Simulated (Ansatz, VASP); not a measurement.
## P: VASP beside Ansatz

```
P
1.0
     1.65500   -5.25000    0.00000
     1.65500    5.25000    0.00000
     0.00000    0.00000    4.38000
P
4
Cartesian
  1.6550 4.2210 3.9858
  1.6550 -1.0290 2.5842
  1.6550 -4.2210 0.3942
  1.6550 1.0290 1.7958
```

Alike in both runs: task single point; functional PBE; k mesh 13 × 13 × 9; occupations fermi-dirac, width 0.05 eV; no spin polarisation.

|  | VASP | Ansatz |
| --- | --- | --- |
| version | VASP 6.6.1 | Ansatz 0.2.0 |
| potentials or method | VASP PAW PBE potentials, release 64 (P), cutoff 520 eV | all-electron LAPW, scalar-relativistic |

```csv
,VASP,Ansatz,Ansatz less VASP
pressure (GPa),5.9,6.3,+0.41
"traceless stress, the component that is largest in VASP (GPa)",-1.67,-1.58,+0.093
rms of the force components (eV/Å),0.555,0.584,+0.0292
```

Atom by atom the forces differ by 0.030 eV/Å (rms over components). Ansatz ran all-electron here, and VASP with PAW potentials.
